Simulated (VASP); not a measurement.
Here is a VASP 6.6.1 calculation.

INCAR

```
SYSTEM = In
PREC = Accurate ; ENCUT = 520
EDIFF = 1E-7 ; ISMEAR = 0
SIGMA = 0.15 ; LREAL = .False.
LASPH = .True. ; NELM = 60
ALGO = Fast ; ISIF = 2
LWAVE = .False. ; LCHARG = .False.
GGA = PE ; NBANDS = 12
```

File KPOINTS:

```
regular mesh
0
Gamma
  20 20 20
  0 0 0
```

Contents of POSCAR:

```
In
1.0
   -1.6911960000      1.6911960000      2.6718660000
    1.6911960000     -1.6911960000      2.6718660000
    1.6911960000      1.6911960000     -2.6718660000
In
1
Direct
    0.0000000000      0.0000000000      0.0000000000
```

Potentials or basis: VASP PAW PBE potentials, release 64 (In_d).

Run with:

```console
$ cat potpaw_PBE.64/In_d/POTCAR > POTCAR
$ mpirun -np 1 vasp_std > vasp.out
```

Question: What does it give for the pressure?

Answer: -2.9 GPa.

Question: What does it give for the band gap on the k mesh?

Answer: Zero (an odd number of electrons rules out a gap without spin polarisation).

Stress tensor (GPa, compression positive):
```
-2.82  0.00  0.00
 0.00 -2.82  0.00
 0.00  0.00 -3.00
```

Caveat: the cell differs from its parent crystal (strain +0.040 along x and y, +0.080 along z); spin-orbit coupling is left out, which moves the levels of the heavy elements.
